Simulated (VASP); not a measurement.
# CdS (gw.c) (F-43m) in VASP: notebook

Runs on CdS (gw.c). Level: PBE. Tasks: single point.

Program: VASP 6.6.1. These are calculated values, not measurements. Logs are shortened: lines on timing, memory, paths and dates and some standing lists are left out, and cuts for length are marked.

## Step 1: The cell of the first run

Symmetry: F-43m, No. 216, cubic system. Conventional cell: a = 5.926 Å, b = 5.926 Å, c = 5.926 Å, α = 90.00°, β = 90.00°, γ = 90.00°. Cd (site symmetry -43m) has 4 S at 2.57 Å within 3.4 Å. S (site symmetry -43m) has 4 Cd at 2.57 Å within 3.4 Å.

## Step 2: Single point, PBE

INCAR reads:

```
SYSTEM = CdS
PREC = Accurate
ENCUT = 500
EDIFF = 1E-6
ISMEAR = 0
SIGMA = 0.01
LREAL = .FALSE.
LASPH = .TRUE.
NELM = 120
ALGO = Normal
ISIF = 2
LWAVE = .FALSE.
LCHARG = .FALSE.
GGA = PE
NBANDS = 16
GGA_COMPAT = .FALSE.
```

KPOINTS reads:

```
regular mesh
0
G
  4 4 4
  0 0 0
```

POSCAR reads:

```
CdS
1.0
    0.0000000000      2.9632110598      2.9632110598
    2.9632110598      0.0000000000      2.9632110598
    2.9632110598      2.9632110598      0.0000000000
Cd S
1 1
Direct
    0.0000000000      0.0000000000      0.0000000000
    0.2500000000      0.2500000000      0.2500000000
```

Potentials or basis: VASP PAW PBE potentials, release 64 (Cd, S).

The run is started by

```
$ cat potpaw_PBE.64/Cd/POTCAR potpaw_PBE.64/S/POTCAR > POTCAR
$ mpirun -np 1 vasp_std > vasp.out
```

OUTCAR:

```text
SYSTEM = CdS
   PREC = Accurate
   ENCUT = 500
   EDIFF = 1E-6
   ISMEAR = 0
   LREAL = .FALSE.
   LASPH = .TRUE.
   NELM = 120
   ISIF = 2
   GGA = PE

 ion  position               nearest neighbor table
   1  0.000  0.000  0.000-   2 2.57   2 2.57   2 2.57   2 2.57
   2  0.250  0.250  0.250-   1 2.57   1 2.57   1 2.57   1 2.57

  LATTYP: Found a face centered cubic cell.
 ALAT       =     5.9264221196

  Lattice vectors:

 A1 = (   0.0000000000,   2.9632110598,   2.9632110598)
 A2 = (   2.9632110598,   0.0000000000,   2.9632110598)
 A3 = (   2.9632110598,   2.9632110598,   0.0000000000)

Analysis of symmetry for initial positions (statically):
=====================================================================
 Subroutine PRICEL returns:
 Original cell was already a primitive cell.

 Routine SETGRP: Setting up the symmetry group for a
 face centered cubic supercell.

 Subroutine GETGRP returns: Found 24 space group operations
 (whereof 24 operations were pure point group operations)
 out of a pool of 48 trial point group operations.

The static configuration has the point symmetry T_d .

Analysis of symmetry for dynamics (positions and initial velocities):
=====================================================================
 Subroutine PRICEL returns:
 Original cell was already a primitive cell.

 Routine SETGRP: Setting up the symmetry group for a
 face centered cubic supercell.

 Subroutine GETGRP returns: Found 24 space group operations
 (whereof 24 operations were pure point group operations)
 out of a pool of 48 trial point group operations.

The dynamic configuration has the point symmetry T_d .

 Subroutine INISYM returns: Found 24 space group operations
 (whereof 24 operations are pure point group operations),
 and found     1 'primitive' translations

----------------------------------------------------------------------------------------

                                     Primitive cell

  volume of cell :      52.0377

  direct lattice vectors                    reciprocal lattice vectors
     0.000000000  2.963211060  2.963211060    -0.168735871  0.168735871  0.168735871
     2.963211060  0.000000000  2.963211060     0.168735871 -0.168735871  0.168735871
     2.963211060  2.963211060  0.000000000     0.168735871  0.168735871 -0.168735871

  length of vectors
     4.190613269  4.190613269  4.190613269     0.292259102  0.292259102  0.292259102

  position of ions in fractional coordinates (direct lattice)
     0.000000000  0.000000000  0.000000000
     0.250000000  0.250000000  0.250000000

  ion indices of the primitive-cell ions
   primitive index   ion index
                 1           1
                 2           2

----------------------------------------------------------------------------------------

 KPOINTS: regular mesh

Automatic generation of k-mesh.
 Grid dimensions read from file:
 generate k-points for:    4    4    4

 Generating k-lattice:

  Cartesian coordinates                     Fractional coordinates (reciprocal lattice)
    -0.042183968  0.042183968  0.042183968     0.250000000  0.000000000  0.000000000
     0.042183968 -0.042183968  0.042183968     0.000000000  0.250000000  0.000000000
     0.042183968  0.042183968 -0.042183968     0.000000000  0.000000000  0.250000000

  Length of vectors
     0.073064776  0.073064776  0.073064776

  Shift w.r.t. Gamma in fractional coordinates (k-lattice)
     0.000000000  0.000000000  0.000000000

 Subroutine IBZKPT returns following result:
 ===========================================

 Found      8 irreducible k-points:

 Following reciprocal coordinates:
            Coordinates               Weight
  0.000000  0.000000  0.000000      1.000000
  0.250000  0.000000  0.000000      8.000000
  0.500000  0.000000  0.000000      4.000000
  0.250000  0.250000  0.000000      6.000000
  0.500000  0.250000  0.000000     24.000000
 -0.250000  0.250000  0.000000     12.000000
  0.500000  0.500000  0.000000      3.000000
 -0.250000  0.500000  0.250000      6.000000
   k-points           NKPTS =      8   k-points in BZ     NKDIM =      8   number of bands    NBANDS=     16
   number of dos      NEDOS =    301   number of ions     NIONS =      2
   total plane-waves  NPLWV =  32768
   dimension x,y,z NGX =    32 NGY =   32 NGZ =   32
   dimension x,y,z NGXF=    64 NGYF=   64 NGZF=   64
   ions per type =               1   1
   NGX,Y,Z   is equivalent  to a cutoff of  12.69, 12.69, 12.69 a.u.
   NGXF,Y,Z  is equivalent  to a cutoff of  25.39, 25.39, 25.39 a.u.
 SYSTEM =  CdS
   PREC   = accura    normal or accurate (medium, high low for compatibility)
   ISTART =      0    job   : 0-new  1-cont  2-samecut
   ICHARG =      2    charge: 1-file 2-atom 10-const
   ISPIN  =      1    spin polarized calculation?
   LNONCOLLINEAR =      F non collinear calculations
   LSORBIT =      F    spin-orbit coupling
   LASPH  =      T    aspherical Exc in radial PAW
   ENCUT  =  500.0 eV  36.75 Ry    6.06 a.u.   7.64  7.64  7.64*2*pi/ulx,y,z
   NELM   =    120;   NELMIN=  2; NELMDL= -5     # of ELM steps
   EDIFF  = 0.1E-05   stopping-criterion for ELM
   LREAL  =      F    real-space projection
   EDIFFG = 0.1E-04   stopping-criterion for IOM
   NSW    =      0    number of steps for IOM
   IBRION =     -1    ionic relax: 0-MD 1-quasi-New 2-CG
   NFREE  =      0    steps in history (QN), initial steepest desc. (CG)
   ISIF   =      2    stress and relaxation
   ISYM   =      2    0-nonsym 1-usesym 2-fastsym
   POTIM  = 0.5000    time-step for ionic-motion
   TEBEG  =    0.0;   TEEND  =   0.0 temperature during run
   PSTRESS=    0.0 pullay stress
   NELECT =      18.0000    total number of electrons
   NUPDOWN=      -1.0000    fix difference up-down
   EMIN   =  10.00;   EMAX   =-10.00  energy-range for DOS
   EFERMI =   0.00;   METHOD = LEGACY
   ISMEAR =     0;   SIGMA  =   0.01  broadening in eV -4-tet -1-fermi 0-gaus
   EFERMI_NEDOS =   21; number of points for ismear=-14 and -15
   IALGO  =     38    algorithm
   IMIX   =      4    mixing-type and parameters
     AMIX     =   0.40;   BMIX     =  1.00
     AMIX_MAG =   1.60;   BMIX_MAG =  1.00
  volume/ion in A,a.u.               =      26.02       175.58
  Fermi-wavevector in a.u.,A,eV,Ry     =   1.149193  2.171660 17.968469  1.320645
  Thomas-Fermi vector in A             =   2.285864
   LORBIT       =      0    0 simple, 1 ext, 2 COOP (PROOUT), +10 PAW based schemes
   GGA     = PE    functional components
   LHFCALC =     F    Hartree Fock is set to
   AEXX    =    0.0000 exact exchange contribution
   IVDW    =     0    specifies the selected vdW correction
   LEPSILON=     F    determine dielectric tensor
   LRPA    =     F    only Hartree local field effects (RPA)
 non-spin polarized calculation
 Gauss-broadening in eV      SIGMA  =   0.01
  energy-cutoff  :      500.00
  volume of cell :       52.04
 maximum number of plane-waves:      1363
 NGX is ok and might be reduce to    32
   NGX = 15   NGY = 15   NGZ = 15

 number of electron      18.0000001 magnetization

 Free energy of the ion-electron system (eV)
  ---------------------------------------------------
  ext. energy  EPLUGINS =         0.00000000
  ---------------------------------------------------
  free energy    TOTEN  =        -6.11599871 eV

  energy without entropy =       -6.11599871  energy(sigma->0) =       -6.11599871

 E-fermi :   1.0543     XC(G=0):  -8.9193

 val. band max:        0.9408266125   @ k =   0.0000   0.0000   0.0000
 cond. band min:       1.9727021679   @ k =   0.0000   0.0000   0.0000
 fundamental gap:      1.0318755554
 Fermi energy:         1.0543371503

 k-point     1 :       0.0000    0.0000    0.0000
  band No.  band energies     occupation
      1     -11.1456      2.00000
      2      -6.6495      2.00000
      3      -6.6495      2.00000
      4      -6.6495      2.00000
      5      -6.2345      2.00000
      6      -6.2345      2.00000
[... 8 lines left out ...]
     15      12.3348      0.00000
     16      12.3348      0.00000

 k-point     2 :       0.2500    0.0000    0.0000
  band No.  band energies     occupation
      1     -10.9539      2.00000
      2      -6.5871      2.00000
      3      -6.5871      2.00000
      4      -6.4183      2.00000
      5      -6.2304      2.00000
      6      -6.2304      2.00000
[... 8 lines left out ...]
     15      11.5230      0.00000
     16      12.1412      0.00000

 k-point     3 :       0.5000    0.0000    0.0000
  band No.  band energies     occupation
      1     -10.7628      2.00000
      2      -6.5441      2.00000
      3      -6.5441      2.00000
      4      -6.2015      2.00000
      5      -6.2015      2.00000
      6      -5.8927      2.00000
[... 8 lines left out ...]
     15      13.3702      0.00000
     16      13.3702      0.00000

 k-point     4 :       0.2500    0.2500    0.0000
  band No.  band energies     occupation
      1     -10.8918      2.00000
      2      -6.5099      2.00000
      3      -6.5099      2.00000
      4      -6.4812      2.00000
      5      -6.2447      2.00000
      6      -6.1969      2.00000
[... 8 lines left out ...]
     15      12.7330      0.00000
     16      15.3424      0.00000

 k-point     5 :       0.5000    0.2500    0.0000
  band No.  band energies     occupation
      1     -10.7049      2.00000
      2      -6.4945      2.00000
      3      -6.4423      2.00000
      4      -6.3083      2.00000
      5      -6.1887      2.00000
      6      -5.8580      2.00000
[... 8 lines left out ...]
     15      13.4939      0.00000
     16      14.3394      0.00000

 k-point     6 :      -0.2500    0.2500    0.0000
  band No.  band energies     occupation
      1     -10.7660      2.00000
      2      -6.5154      2.00000
      3      -6.5050      2.00000
      4      -6.2504      2.00000
      5      -6.2436      2.00000
      6      -5.9952      2.00000
[... 8 lines left out ...]
     15      13.0222      0.00000
     16      14.1372      0.00000

 k-point     7 :       0.5000    0.5000    0.0000
  band No.  band energies     occupation
      1     -10.6446      2.00000
      2      -6.4521      2.00000
      3      -6.3463      2.00000
      4      -6.3463      2.00000
      5      -6.1592      2.00000
      6      -5.8311      2.00000
[... 8 lines left out ...]
     15      13.2770      0.00000
     16      14.3084      0.00000

 k-point     8 :      -0.2500    0.5000    0.2500
  band No.  band energies     occupation
      1     -10.6460      2.00000
      2      -6.4414      2.00000
      3      -6.4317      2.00000
      4      -6.2681      2.00000
      5      -6.2252      2.00000
      6      -5.6751      2.00000
[... 8 lines left out ...]
     15      13.9713      0.00000
     16      14.1046      0.00000

------------------------ aborting loop because EDIFF is reached ----------------------------------------

  FORCE on cell =-STRESS in cart. coord.  units (eV):
  Direction    XX          YY          ZZ          XY          YZ          ZX
  --------------------------------------------------------------------------------------
  -------------------------------------------------------------------------------------
  Total        0.1381652      0.1381652      0.1381652      0.0000000     -0.0000000      0.0000000
  in kB        4.2539424      4.2539424      4.2539424      0.0000000     -0.0000000      0.0000000
  external PRESSURE =       4.2539424 kB  Pullay stress =       0.0000000 kB

 VOLUME and BASIS-vectors are now :
 -----------------------------------------------------------------------------
  energy-cutoff  :      500.00
  volume of cell :       52.04
      direct lattice vectors                 reciprocal lattice vectors
     0.000000000  2.963211060  2.963211060    -0.168735871  0.168735871  0.168735871
     2.963211060  0.000000000  2.963211060     0.168735871 -0.168735871  0.168735871
     2.963211060  2.963211060  0.000000000     0.168735871  0.168735871 -0.168735871

 POSITION                                       TOTAL-FORCE (eV/Angst)
 -----------------------------------------------------------------------------------
      0.00000      0.00000      0.00000         0.000000      0.000000      0.000000
      1.48161      1.48161      1.48161        -0.000000     -0.000000     -0.000000
 -----------------------------------------------------------------------------------
    total drift:                               -0.000000     -0.000000      0.000000

  FREE ENERGIE OF THE ION-ELECTRON SYSTEM (eV)
  ---------------------------------------------------
  free  energy   TOTEN  =        -6.1159987100 eV

  energy  without entropy=       -6.1159987100  energy(sigma->0) =       -6.11599871
```

Wall time 10 s (1 thread of Intel Xeon Platinum 8259CL at 2.50GHz (Skylake/Cascade Lake), shared host); peak memory 0.17 GiB.

Results:

```yaml
Free_energy: -6.1160 eV
Pressure: 0.4 GPa
Band_gap_on_the_k_mesh: 1.03 eV, direct
```

Levels at points of the mesh, in eV from the valence-band top:
| k point | band 6 | band 7 | band 8 | band 9 | band 10 | band 11 | band 12 | band 13 |
| --- | --- | --- | --- | --- | --- | --- | --- | --- |
| (0.00, 0.00, 0.00) | -7.18 | 0.00 | 0.00 | 0.00 | 1.03 | 6.53 | 6.53 | 6.53 |
| (0.50, 0.00, 0.00) | -6.83 | -4.13 | -0.69 | -0.69 | 2.93 | 6.99 | 6.99 | 7.33 |
| (0.50, 0.50, 0.00) | -6.77 | -3.76 | -1.72 | -1.72 | 3.62 | 4.27 | 9.03 | 10.48 |

Caveat: the k points lie up to 0.46 Å⁻¹ apart. As with any semilocal functional, this PBE gap is likely too small.

## Step 3: Single point, PBE

INCAR reads:

```
ALGO = Normal
EDIFF = 1E-6
ENCUT = 500
GGA = PE
GGA_COMPAT = F
ISIF = 2
ISMEAR = 0
LASPH = T
LCHARG = F
LREAL = F
LWAVE = F
NBANDS = 16
NELM = 120
PREC = Accurate
SIGMA = 0.01
```

KPOINTS reads:

```
k-points
0
Gamma
  4 4 4
```

POSCAR is that of step 2.

Potentials or basis: VASP PAW PBE potentials, release 64 (Cd, S).

The run is started by

```
$ cat potpaw_PBE.64/Cd/POTCAR potpaw_PBE.64/S/POTCAR > POTCAR
$ mpirun -np 1 vasp_std > vasp.out
```

Run time: 13 s. Hardware: 1 thread of Intel Xeon Platinum 8259CL at 2.50GHz (Skylake/Cascade Lake), shared host; peak memory 0.17 GiB.

It converged, with:

```
Free energy            : -6.1160 eV
Pressure               : 0.4 GPa
Band gap on the k mesh : 1.03 eV, direct
```

Levels at points of the mesh, in eV from the valence-band top:
```csv
k point,band 7,band 8,band 9,band 10,band 11,band 12
"(0.00, 0.00, 0.00)",0.00,0.00,0.00,1.03,6.53,6.53
"(0.50, 0.00, 0.00)",-4.13,-0.69,-0.69,2.93,6.99,6.99
"(0.50, 0.50, 0.00)",-3.76,-1.72,-1.72,3.62,4.27,9.03
```

Caveat: the k points lie up to 0.46 Å⁻¹ apart.
